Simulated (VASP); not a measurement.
TiTe2, 3 atoms in the cell. It takes space group P-3m1 (No. 164, trigonal). Conventional cell: a = 3.777 Å, b = 3.777 Å, c = 6.498 Å, α = 90.00°, β = 90.00°, γ = 120.00°. Ti (site symmetry -3m) has 6 Te at 2.77 Å and 6 Ti at 3.78 Å within 3.8 Å. Within 3.8 Å of Te (site symmetry 3m) lie 3 Ti at 2.77 Å and 9 Te at 3.78 Å. 

```yaml
Program: VASP 6.6.1
Task: single point
Functional: r2SCAN
Dispersion: rVV10
Potentials_or_basis: VASP PAW PBE potentials, release 64 (Ti_sv, Te)
Cutoff: 550 eV
k_mesh: 6 × 6 × 4
Occupations: gaussian, width 0.1 eV
Spin: no spin polarisation
Dipole_correction: no
Further_INCAR_settings: ALGO = Normal; EDIFF = 1e-06; NBANDS = 19
```

Potentials or basis: VASP PAW PBE potentials, release 64 (Ti_sv, Te).

Launch:

```console
$ cat potpaw_PBE.64/Ti_sv/POTCAR potpaw_PBE.64/Te/POTCAR > POTCAR
$ cp INCAR.step1 INCAR
$ mpirun -np 1 vasp_std > vasp.out
$ cp INCAR.step2 INCAR
$ mpirun -np 1 vasp_std > vasp.out
```

Hardware: 1 thread of Oxide Virtual Turin-like Processor, with other jobs on the host.

**Question.** How long does it take, and how much memory?

**Answer.** Wall time 4 min on 1 thread of Oxide Virtual Turin-like Processor, with other jobs on the host, peak memory 0.37 GiB. Counts: k points 24.
